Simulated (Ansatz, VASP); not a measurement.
One calculation of MoS2, two programs

Contents of INCAR:

```
SYSTEM = MoS2
PREC = Accurate
ENCUT = 520
EDIFF = 1E-6
ISMEAR = -1
SIGMA = 0.02
LREAL = .FALSE.
LASPH = .TRUE.
NELM = 80
ALGO = Normal
ISIF = 2
LWAVE = .FALSE.
LCHARG = .FALSE.
GGA = PE
NBANDS = 20
```

Contents of KPOINTS:

```
Automatic mesh
0
G
  12 12 4
  0 0 0
```

Contents of POSCAR:

```
MoS2
1.0
    3.1709609040      0.0000000000      0.0000000000
   -1.5854804520      2.7461326973      0.0000000000
    0.0000000000      0.0000000000      6.8100252139
Mo S
1 2
Direct
    0.0000000000      0.0000000000      0.0000000000
    0.3333333333      0.6666666667      0.2285278115
    0.3333333333      0.6666666667      0.7714721885
```

Input for Ansatz:

```yaml
crystal:
  lattice:
    - [3.170960904, 0.0, 0.0]
    - [-1.585480452, 2.7461326973, 0.0]
    - [0.0, 0.0, 6.8100252139]
  atoms:
    - { symbol: Mo, position: [0.0, 0.0, 0.0] }
    - { symbol: S, position: [0.3333333333, 0.6666666667, 0.2285278115] }
    - { symbol: S, position: [0.3333333333, 0.6666666667, 0.7714721885] }
kpoints:
  mp_grid: { grid: [12, 12, 4] }
  band_path:
    path:
      - [0.0, 0.0, 0.0]
      - [0.5, 0.0, 0.0]
      - [0.3333333333, 0.3333333333, 0.0]
      - [0.0, 0.0, 0.5]
      - [0.5, 0.0, 0.5]
      - [0.3333333333, 0.3333333333, 0.5]
    npoints: 1
hamiltonian:
  xc: pbe
scf:
  occupations: { method: fermi_dirac, width: 0.02 }
  n_extra_bands: 4
output:
  forces: true
  stress: true
  eigenvalues: true
```

Alike in both runs: task single point; functional PBE; k mesh 12 × 12 × 4; occupations fermi-dirac, width 0.02 eV; no spin polarisation.

|  | VASP | Ansatz |
| --- | --- | --- |
| version | VASP 6.6.1 | Ansatz 0.2.0 |
| potentials or method | VASP PAW PBE potentials, release 64 (Mo_sv, S) | plane waves, PAW |
| plane-wave cutoff (eV) | 520 | 420 |
| valence electrons in the cell | 26 | 26 |

```tsv
	VASP	Ansatz	Ansatz less VASP
gap on the k mesh at the Fermi level (eV)	1.28	1.27	-0.015
pressure (GPa)	2.0	2.1	+0.13
traceless stress, the component that is largest in VASP (GPa)	0.65	0.69	+0.041
rms of the force components (eV/Å)	0.059	0.064	+0.0059
```

Atom by atom the forces differ by 0.006 eV/Å (rms over components).
